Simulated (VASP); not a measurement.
Wanted: the native input for a VASP 6.6.1 run.

| Quantity | Value |
| --- | --- |
| Task | single point |
| Functional | PBE |
| Potentials or basis | VASP PAW PBE potentials, release 64 (Cd, F) |
| Cutoff | 520 eV |
| k mesh | 8 × 8 × 8 |
| Occupations | gaussian, width 0.05 eV |
| Spin | no spin polarisation |
| Dipole correction | no |
| Further INCAR settings | ALGO = Normal; EDIFF = 1e-06; NBANDS = 20 |

The structure of CdF2 lies in POSCAR:

```
CdF2
1.0
    0.0000000000      2.6131800000      2.7748200000
    2.6131800000      0.0000000000      2.7748200000
    2.6131800000      2.6131800000      0.0000000000
Cd F
1 2
Direct
    0.0000000000      0.0000000000      0.0000000000
    0.2500000000      0.2500000000      0.2500000000
    0.7500000000      0.7500000000      0.7500000000
```

This cell differs from its parent crystal: strain -0.030 along x and y, +0.030 along z.

These files were run (other wordings do the same):

INCAR

```
ALGO     = Normal         # electronic algorithm
EDIFF    = 1E-6           # SCF threshold, eV
ENCUT    = 520            # plane-wave cutoff, eV
GGA      = PE             # functional
ISIF     = 2              # what is computed and relaxed
ISMEAR   = 0              # smearing method
LASPH    = T              # aspherical terms in the spheres
LCHARG   = F              # write CHGCAR
LREAL    = F              # projectors in reciprocal space
LWAVE    = F              # write WAVECAR
NBANDS   = 20             # bands
NELM     = 100            # most SCF steps
PREC     = Accurate       # precision mode
SIGMA    = 0.05           # smearing width, eV
```

KPOINTS

```
k-points
0
Gamma
  8 8 8
```

Potentials or basis: VASP PAW PBE potentials, release 64 (Cd, F).

The run is started by

```bash
$ cat potpaw_PBE.64/Cd/POTCAR potpaw_PBE.64/F/POTCAR > POTCAR
$ mpirun -np 1 vasp_std > vasp.out
```

Results of the run:

```yaml
Pressure: 10.3 GPa
Band_gap_on_the_k_mesh: 3.08 eV (least direct gap 3.50 eV)
```

Caveat: the cell differs from its parent crystal (strain -0.030 along x and y, +0.030 along z); the cell stands under pressure.

Run time: 51 s on 1 thread of Intel Xeon 8259CL, on a shared host, peak memory 0.18 GiB.
